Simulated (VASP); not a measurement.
Here is a VASP 6.6.1 calculation.

The input INCAR:

```
AGGAC = 0.0 ; ALDAC = 0.0
ALGO = Normal ; EDIFF = 1E-6
EDIFFG = -0.01 ; ENCUT = 600
GGA = PE ; IBRION = 2
ISIF = 3 ; ISMEAR = -1
LASPH = True ; LCHARG = False
LREAL = False ; LWAVE = False
NELM = 60 ; NSW = 60
PREC = Accurate ; SIGMA = 0.05
```

File KPOINTS:

```
k-points
0
Gamma
  8 8 8
```

Contents of POSCAR:

```
Ge
1.0
    0.0000000000      2.8289100000      2.8289100000
    2.8289100000      0.0000000000      2.8289100000
    2.8289100000      2.8289100000      0.0000000000
Ge
2
Direct
    0.7500000000      0.7500000000      0.7500000000
    0.5000000000      0.5000000000      0.5000000000
```

Potentials or basis: VASP PAW PBE potentials, release 64 (Ge_d).

Run with:

```sh
$ cat potpaw_PBE.64/Ge_d/POTCAR > POTCAR
$ mpirun -np 1 vasp_std > vasp.out
```

(1) What does it give for the band gap on the k mesh?

(2) What does it give for the relaxed volume?

Results:

(1) zero (bands 14 and 15 overlap by 0.43 eV).

(2) 28.70 Å³/atom.

Caveat: the volume moved by over 15 % at a fixed basis, so the end points are rough; semilocal functionals underestimate gaps, so a narrow gap can read as zero.

The cell as given is a measured one (22.64 Å³/atom); PBE exchange alone puts the equilibrium volume +26.8 % from it, thermal expansion not counted.
